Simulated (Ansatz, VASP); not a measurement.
One calculation of Ga4AsP3, two programs

```
Ga P As
1.0
     3.82405    0.00000    0.00000
     0.00000    3.82405    0.00000
     0.00000    0.00000   10.81605
Ga P As
4 3 1
Cartesian
  1.9120 0.0000 9.4640
  0.0000 1.9120 6.7600
  1.9120 0.0000 4.0560
  0.0000 1.9120 1.3520
  0.0000 0.0000 5.4080
  1.9120 1.9120 2.7040
  1.9120 1.9120 8.1120
  0.0000 0.0000 0.0000
```

Alike in both runs: task relaxation of cell and atoms; functional PBE; k mesh 4 × 4 × 2; occupations gaussian, width 0.1 eV; no spin polarisation.

```csv
,VASP,Ansatz
version,VASP 6.6.1,Ansatz 0.2.0
potentials or method,"VASP PAW PBE potentials, release 64 (Ga_d, P, As), cutoff 600 eV","scalar-relativistic, plane waves, PAW"
valence electrons in the cell,72,82
```

```tsv
	VASP	Ansatz	Ansatz less VASP
gap on the k mesh at the Fermi level, each at its own relaxed structure (eV)	1.14	1.17	+0.030
relaxed volume (Å³/atom)	21.57	21.53	-0.041
relaxed length of the cell vector where the two differ most in proportion (Å)	3.956	3.949	-0.0071
```

VASP's potentials hold 72 valence electrons a cell and Ansatz's 82, so a difference there can come from the potentials and not from the codes.
